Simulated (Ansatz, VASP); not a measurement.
## Two plane-wave programs on K2BaH3

```
CELL_PARAMETERS angstrom
4.05828 0.00000 0.00000
-2.02914 3.51457 0.00000
0.00000 0.00000 10.05701
ATOMIC_POSITIONS crystal
K 0.33333 0.66667 0.33943
K 0.66667 0.33333 0.66057
Ba 0.00000 0.00000 0.00000
H 0.33333 0.66667 0.84031
H 0.66667 0.33333 0.15969
H 0.00000 0.00000 0.50000
```

Change from the starting cell: species swapped into the Li3LaBi2 type (P-3m1, No. 164).

Alike in both runs: functional PBE; k mesh 6 × 6 × 2; occupations gaussian, width 0.1 eV; no spin polarisation.

Ansatz relaxed the structure, and its values are those at the end. VASP's run is a single point on that final structure, the one shown.

```csv
,VASP,Ansatz
version,VASP 6.6.1,Ansatz 0.2.0
potentials or method,"VASP PAW PBE potentials, release 64 (K_sv, Ba_sv, H), cutoff 520 eV","scalar-relativistic, plane waves, PAW"
valence electrons in the cell,31,31
```

|  | VASP | Ansatz | Ansatz less VASP |
| --- | --- | --- | --- |
| gap on the k mesh at the Fermi level (eV) | none | none | - |
| pressure (GPa) | 0.1 | 0.0 | -0.12 |
| rms of the force components (eV/Å) | 0.012 | 0.005 | -0.0066 |

A gap of «none» marks a metal or a gap that the smearing closes.

Spin-orbit coupling is off throughout.
